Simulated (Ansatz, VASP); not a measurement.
## Be3GeO in VASP and in Ansatz

```xyz
5
Lattice="3.6341 0.0000 0.0000 0.0000 3.6341 0.0000 0.0000 0.0000 3.6341" Properties=species:S:1:pos:R:3 pbc="T T T"
Be    1.8171    1.8171    0.0000
Be    0.0000    1.8171    1.8171
Be    1.8171    0.0000    1.8171
Ge    0.0000    0.0000    0.0000
O     1.8171    1.8171    1.8171
```

Alike in both runs: functional PBE; k mesh 10 × 10 × 10; occupations gaussian, width 0.01 eV; no spin polarisation.

Ansatz relaxed the structure, and its values are those at the end. VASP's run is a single point on that final structure, the one shown.

|  | VASP | Ansatz |
| --- | --- | --- |
| version | VASP 6.6.1 | Ansatz 0.2.0 |
| potentials or method | VASP PAW PBE potentials, release 64 (Be, Ge_d, O), cutoff 520 eV | scalar-relativistic, plane waves, PAW |
| valence electrons in the cell | 26 | 26 |

|  | VASP | Ansatz | Ansatz less VASP |
| --- | --- | --- | --- |
| gap on the k mesh at the Fermi level (eV) | none | none | - |
| pressure (GPa) | 0.1 | 0.0 | -0.08 |

A gap of «none» marks a metal or a gap that the smearing closes.
